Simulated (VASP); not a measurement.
# C (Fd-3m) in VASP: notebook

The runs below take C through single point, with PBE, r2SCAN.

Program: VASP 6.6.1. These are calculated values, not measurements. Logs are shortened: lines on timing, memory, paths and dates and some standing lists are left out, and cuts for length are marked.

## Step 1: The cell of the first run

Symmetry: Fd-3m, No. 227, cubic system. Conventional cell: a = 3.572 Å, b = 3.572 Å, c = 3.572 Å, α = 90.00°, β = 90.00°, γ = 90.00°. Within 2.1 Å of C (site symmetry -43m) lie 4 C at 1.55 Å.

## Step 2: Single point, PBE

The input, INCAR:

```
SYSTEM = C
PREC = Accurate ; ENCUT = 600
EDIFF = 1E-6 ; ISMEAR = 0
SIGMA = 0.05 ; LREAL = .False.
LASPH = .True. ; NELM = 120
ALGO = Normal ; ISIF = 2
LWAVE = .False. ; LCHARG = .False.
GGA = PE ; NBANDS = 11
GGA_COMPAT = .False.
```

The input, KPOINTS:

```
regular mesh
0
Gamma
  10 10 10
  0 0 0
```

The input, POSCAR:

```
C
1.0
    0.0000000000      1.7857710771      1.7857710771
    1.7857710771      0.0000000000      1.7857710771
    1.7857710771      1.7857710771      0.0000000000
C
2
Direct
    0.0000000000      0.0000000000      0.0000000000
    0.2500000000      0.2500000000      0.2500000000
```

Potentials or basis: VASP PAW PBE potentials, release 64 (C).

Started as:

```
$ cat potpaw_PBE.64/C/POTCAR > POTCAR
$ mpirun -np 1 vasp_std > vasp.out
```

OUTCAR:

```text
SYSTEM = C
   PREC = Accurate
   ENCUT = 600
   EDIFF = 1E-6
   ISMEAR = 0
   LREAL = .False.
   LASPH = .True.
   NELM = 120
   ISIF = 2
   GGA = PE

 ion  position               nearest neighbor table
   1  0.000  0.000  0.000-   2 1.55   2 1.55   2 1.55   2 1.55
   2  0.250  0.250  0.250-   1 1.55   1 1.55   1 1.55   1 1.55

  LATTYP: Found a face centered cubic cell.
 ALAT       =     3.5715421542

  Lattice vectors:

 A1 = (   0.0000000000,   1.7857710771,   1.7857710771)
 A2 = (   1.7857710771,   0.0000000000,   1.7857710771)
 A3 = (   1.7857710771,   1.7857710771,   0.0000000000)

Analysis of symmetry for initial positions (statically):
=====================================================================
 Subroutine PRICEL returns:
 Original cell was already a primitive cell.

 Routine SETGRP: Setting up the symmetry group for a
 face centered cubic supercell.

 Subroutine GETGRP returns: Found 48 space group operations
 (whereof 24 operations were pure point group operations)
 out of a pool of 48 trial point group operations.

The static configuration has the point symmetry T_d .
 The point group associated with its full space group is O_h .

Analysis of symmetry for dynamics (positions and initial velocities):
=====================================================================
 Subroutine PRICEL returns:
 Original cell was already a primitive cell.

 Routine SETGRP: Setting up the symmetry group for a
 face centered cubic supercell.

 Subroutine GETGRP returns: Found 48 space group operations
 (whereof 24 operations were pure point group operations)
 out of a pool of 48 trial point group operations.

The dynamic configuration has the point symmetry T_d .
 The point group associated with its full space group is O_h .

 Subroutine INISYM returns: Found 48 space group operations
 (whereof 24 operations are pure point group operations),
 and found     1 'primitive' translations

----------------------------------------------------------------------------------------

                                     Primitive cell

  volume of cell :      11.3896

  direct lattice vectors                    reciprocal lattice vectors
     0.000000000  1.785771077  1.785771077    -0.279991095  0.279991095  0.279991095
     1.785771077  0.000000000  1.785771077     0.279991095 -0.279991095  0.279991095
     1.785771077  1.785771077  0.000000000     0.279991095  0.279991095 -0.279991095

  length of vectors
     2.525461677  2.525461677  2.525461677     0.484958803  0.484958803  0.484958803

  position of ions in fractional coordinates (direct lattice)
     0.000000000  0.000000000  0.000000000
     0.250000000  0.250000000  0.250000000

  ion indices of the primitive-cell ions
   primitive index   ion index
                 1           1
                 2           2

----------------------------------------------------------------------------------------

 KPOINTS: regular mesh

Automatic generation of k-mesh.
 Grid dimensions read from file:
 generate k-points for:   10   10   10

 Generating k-lattice:

  Cartesian coordinates                     Fractional coordinates (reciprocal lattice)
    -0.027999110  0.027999110  0.027999110     0.100000000  0.000000000  0.000000000
     0.027999110 -0.027999110  0.027999110     0.000000000  0.100000000  0.000000000
     0.027999110  0.027999110 -0.027999110     0.000000000  0.000000000  0.100000000

  Length of vectors
     0.048495880  0.048495880  0.048495880

  Shift w.r.t. Gamma in fractional coordinates (k-lattice)
     0.000000000  0.000000000  0.000000000

 Subroutine IBZKPT returns following result:
 ===========================================

 Found     47 irreducible k-points:

 Following reciprocal coordinates:
            Coordinates               Weight
  0.000000  0.000000  0.000000      1.000000
  0.100000  0.000000  0.000000      8.000000
  0.200000  0.000000  0.000000      8.000000
  0.300000  0.000000  0.000000      8.000000
  0.400000  0.000000  0.000000      8.000000
  0.500000  0.000000  0.000000      4.000000
[... 16 lines left out ...]
  0.300000  0.300000  0.000000      6.000000
  0.400000  0.300000  0.000000     24.000000
 [... further k-points ...]
   k-points           NKPTS =     47   k-points in BZ     NKDIM =     47   number of bands    NBANDS=     11
   number of dos      NEDOS =    301   number of ions     NIONS =      2
   total plane-waves  NPLWV =   8000
   dimension x,y,z NGX =    20 NGY =   20 NGZ =   20
   dimension x,y,z NGXF=    40 NGYF=   40 NGZF=   40
   ions per type =               2
   NGX,Y,Z   is equivalent  to a cutoff of  13.17, 13.17, 13.17 a.u.
   NGXF,Y,Z  is equivalent  to a cutoff of  26.33, 26.33, 26.33 a.u.
 SYSTEM =  C
   PREC   = accura    normal or accurate (medium, high low for compatibility)
   ISTART =      0    job   : 0-new  1-cont  2-samecut
   ICHARG =      2    charge: 1-file 2-atom 10-const
   ISPIN  =      1    spin polarized calculation?
   LNONCOLLINEAR =      F non collinear calculations
   LSORBIT =      F    spin-orbit coupling
   LASPH  =      T    aspherical Exc in radial PAW
   ENCUT  =  600.0 eV  44.10 Ry    6.64 a.u.   5.04  5.04  5.04*2*pi/ulx,y,z
   NELM   =    120;   NELMIN=  2; NELMDL= -5     # of ELM steps
   EDIFF  = 0.1E-05   stopping-criterion for ELM
   LREAL  =      F    real-space projection
   EDIFFG = 0.1E-04   stopping-criterion for IOM
   NSW    =      0    number of steps for IOM
   IBRION =     -1    ionic relax: 0-MD 1-quasi-New 2-CG
   NFREE  =      0    steps in history (QN), initial steepest desc. (CG)
   ISIF   =      2    stress and relaxation
   ISYM   =      2    0-nonsym 1-usesym 2-fastsym
   POTIM  = 0.5000    time-step for ionic-motion
   TEBEG  =    0.0;   TEEND  =   0.0 temperature during run
   PSTRESS=    0.0 pullay stress
   NELECT =       8.0000    total number of electrons
   NUPDOWN=      -1.0000    fix difference up-down
   EMIN   =  10.00;   EMAX   =-10.00  energy-range for DOS
   EFERMI =   0.00;   METHOD = LEGACY
   ISMEAR =     0;   SIGMA  =   0.05  broadening in eV -4-tet -1-fermi 0-gaus
   EFERMI_NEDOS =   21; number of points for ismear=-14 and -15
   IALGO  =     38    algorithm
   IMIX   =      4    mixing-type and parameters
     AMIX     =   0.40;   BMIX     =  1.00
     AMIX_MAG =   1.60;   BMIX_MAG =  1.00
  volume/ion in A,a.u.               =       5.69        38.43
  Fermi-wavevector in a.u.,A,eV,Ry     =   1.455244  2.750012 28.813521  2.117734
  Thomas-Fermi vector in A             =   2.572301
   LORBIT       =      0    0 simple, 1 ext, 2 COOP (PROOUT), +10 PAW based schemes
   GGA     = PE    functional components
   LHFCALC =     F    Hartree Fock is set to
   AEXX    =    0.0000 exact exchange contribution
   IVDW    =     0    specifies the selected vdW correction
   LEPSILON=     F    determine dielectric tensor
   LRPA    =     F    only Hartree local field effects (RPA)
 non-spin polarized calculation
 Gauss-broadening in eV      SIGMA  =   0.05
  energy-cutoff  :      600.00
  volume of cell :       11.39
 maximum number of plane-waves:       392
   NGX =  9   NGY =  9   NGZ =  9

 number of electron       7.9999999 magnetization

 Free energy of the ion-electron system (eV)
  ---------------------------------------------------
  ext. energy  EPLUGINS =         0.00000000
  ---------------------------------------------------
  free energy    TOTEN  =       -18.19043986 eV

  energy without entropy =      -18.19043986  energy(sigma->0) =      -18.19043986

 E-fermi :   9.8875     XC(G=0): -13.2304

 val. band max:        9.6702491070   @ k =   0.0000   0.0000   0.0000
 cond. band min:      13.8314190168   @ k =   0.4000   0.4000   0.0000
 fundamental gap:      4.1611699098
 Fermi energy:         9.8875140725

 k-point     1 :       0.0000    0.0000    0.0000
  band No.  band energies     occupation
      1     -11.7520      2.00000
      2       9.6702      2.00000
      3       9.6702      2.00000
      4       9.6702      2.00000
      5      15.2494      0.00000
      6      15.2494      0.00000
      7      15.2494      0.00000
      8      22.9092      0.00000
      9      28.9137      0.00000
     10      36.1621      0.00000
     11      36.1621      0.00000

 k-point     2 :       0.1000    0.0000    0.0000
  band No.  band energies     occupation
      1     -11.4762      2.00000
      2       8.0000      2.00000
      3       9.2256      2.00000
      4       9.2256      2.00000
      5      15.8330      0.00000
      6      15.8330      0.00000
      7      16.1864      0.00000
      8      23.1499      0.00000
      9      29.3579      0.00000
     10      33.6442      0.00000
     11      33.6442      0.00000

 k-point     3 :       0.2000    0.0000    0.0000
  band No.  band energies     occupation
      1     -10.6531      2.00000
      2       4.8041      2.00000
      3       8.3530      2.00000
      4       8.3530      2.00000
      5      16.9595      0.00000
      6      16.9595      0.00000
      7      17.3803      0.00000
      8      23.8199      0.00000
      9      30.1223      0.00000
     10      32.1336      0.00000
     11      32.1336      0.00000

 k-point     4 :       0.3000    0.0000    0.0000
  band No.  band energies     occupation
      1      -9.3037      2.00000
      2       1.4150      2.00000
      3       7.5651      2.00000
      4       7.5651      2.00000
      5      17.7809      0.00000
      6      17.7809      0.00000
      7      18.0574      0.00000
      8      24.6401      0.00000
      9      30.4543      0.00000
     10      32.3937      0.00000
     11      32.3937      0.00000
[... 239 lines left out ...]
 k-point    22 :      -0.2000    0.2000    0.0000
  band No.  band energies     occupation
      1      -8.8571      2.00000
      2       2.7088      2.00000
      3       3.6897      2.00000
      4       7.6925      2.00000
      5      18.1357      0.00000
      6      18.2230      0.00000
      7      20.1256      0.00000
      8      23.2714      0.00000
      9      29.6916      0.00000
     10      30.5987      0.00000
     11      33.5563      0.00000

 k-point    23 :       0.3000    0.3000    0.0000
  band No.  band energies     occupation
      1      -8.4900      2.00000
      2       3.5979      2.00000
      3       4.8040      2.00000
      4       4.8040      2.00000
      5      13.8955      0.00000
      6      18.3321      0.00000
      7      22.7204      0.00000
      8      22.7204      0.00000
      9      30.4020      0.00000
     10      32.4698      0.00000
     11      40.3608      0.00000

 k-point    24 :       0.4000    0.3000    0.0000
  band No.  band energies     occupation
      1      -7.1759      2.00000
      2       1.6298      2.00000
      3       3.7108      2.00000
      4       4.3346      2.00000
      5      14.4516      0.00000
      6      17.6735      0.00000
      7      23.7034      0.00000
      8      23.7554      0.00000
      9      31.3211      0.00000
     10      32.5011      0.00000
     11      40.3706      0.00000

 [... further k-points ...]
[... 5 lines left out ...]
  --------------------------------------------------------------------------------------
  -------------------------------------------------------------------------------------
  Total        0.0005048      0.0005048      0.0005048      0.0000000      0.0000000      0.0000000
  in kB        0.0710130      0.0710130      0.0710130      0.0000000      0.0000000      0.0000000
  external PRESSURE =       0.0710130 kB  Pullay stress =       0.0000000 kB

 VOLUME and BASIS-vectors are now :
 -----------------------------------------------------------------------------
  energy-cutoff  :      600.00
  volume of cell :       11.39
      direct lattice vectors                 reciprocal lattice vectors
     0.000000000  1.785771077  1.785771077    -0.279991095  0.279991095  0.279991095
     1.785771077  0.000000000  1.785771077     0.279991095 -0.279991095  0.279991095
     1.785771077  1.785771077  0.000000000     0.279991095  0.279991095 -0.279991095

 POSITION                                       TOTAL-FORCE (eV/Angst)
 -----------------------------------------------------------------------------------
      0.00000      0.00000      0.00000         0.000000      0.000000      0.000000
      0.89289      0.89289      0.89289        -0.000000     -0.000000     -0.000000
 -----------------------------------------------------------------------------------
    total drift:                                0.000000      0.000000      0.000000

  FREE ENERGIE OF THE ION-ELECTRON SYSTEM (eV)
  ---------------------------------------------------
  free  energy   TOTEN  =       -18.1904398571 eV

  energy  without entropy=      -18.1904398571  energy(sigma->0) =      -18.19043986
```

Run time: 12 s. Hardware: 1 thread of Intel Xeon 8259CL, shared host; peak memory 0.12 GiB.

What came out:

```
Free energy            : -18.1904 eV
Pressure               : 0.0 GPa
Band gap on the k mesh : 4.16 eV, indirect (least direct gap 5.58 eV)
```

Levels at points of the mesh, in eV from the valence-band top:
```csv
k point,band 1,band 2,band 3,band 4,band 5,band 6,band 7,band 8,band 9
"(0.00, 0.00, 0.00)",-21.42,0.00,0.00,0.00,5.58,5.58,5.58,13.24,19.24
"(0.50, 0.00, 0.00)",-15.67,-13.33,-2.79,-2.79,8.44,8.44,8.79,15.66,21.83
"(0.50, 0.50, 0.00)",-12.74,-12.74,-6.27,-6.27,4.75,4.75,16.74,16.74,23.15
```

A k mesh can miss the band edges.

[end of part 1 of 2]
